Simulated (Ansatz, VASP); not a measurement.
**One calculation of BiSb2O2, two programs**

```
CELL_PARAMETERS angstrom
4.17861 0.00000 0.00000
0.00000 4.17861 0.00000
0.00000 0.00000 6.48257
ATOMIC_POSITIONS crystal
Sb 0.50000 0.50000 0.50000
Sb 0.00000 0.00000 0.00000
Bi 0.50000 0.50000 0.00000
O 0.00000 0.00000 0.69085
O 0.00000 0.00000 0.30915
```

Alike in both runs: task relaxation of cell and atoms; functional PBE; k mesh 10 × 10 × 6; occupations gaussian, width 0.1 eV; no spin polarisation.

```csv
,VASP,Ansatz
version,VASP 6.6.1,Ansatz 0.2.0
potentials or method,"VASP PAW PBE potentials, release 64 (Sb, Bi_d, O), cutoff 600 eV","scalar-relativistic, plane waves, PAW"
valence electrons in the cell,37,57
```

Ansatz gave:

| Item | Value |
| --- | --- |
| gap on the k mesh at the Fermi level, each at its own relaxed structure (eV) | none |
| relaxed volume (Å³/atom) | 22.53 |
| relaxed length of the cell vector where the two differ most in proportion (Å) | 4.172 |

Problem. Estimate VASP's values.

Solution. gap on the k mesh at the Fermi level, each at its own relaxed structure (eV): none; relaxed volume (Å³/atom): 22.44; relaxed length of the cell vector where the two differ most in proportion (Å): 4.164.

A gap of «none» marks a metal or a gap that the smearing closes. VASP's potentials hold 37 valence electrons a cell and Ansatz's 57, so a difference there can come from the potentials and not from the codes.

Spin-orbit coupling is off throughout.
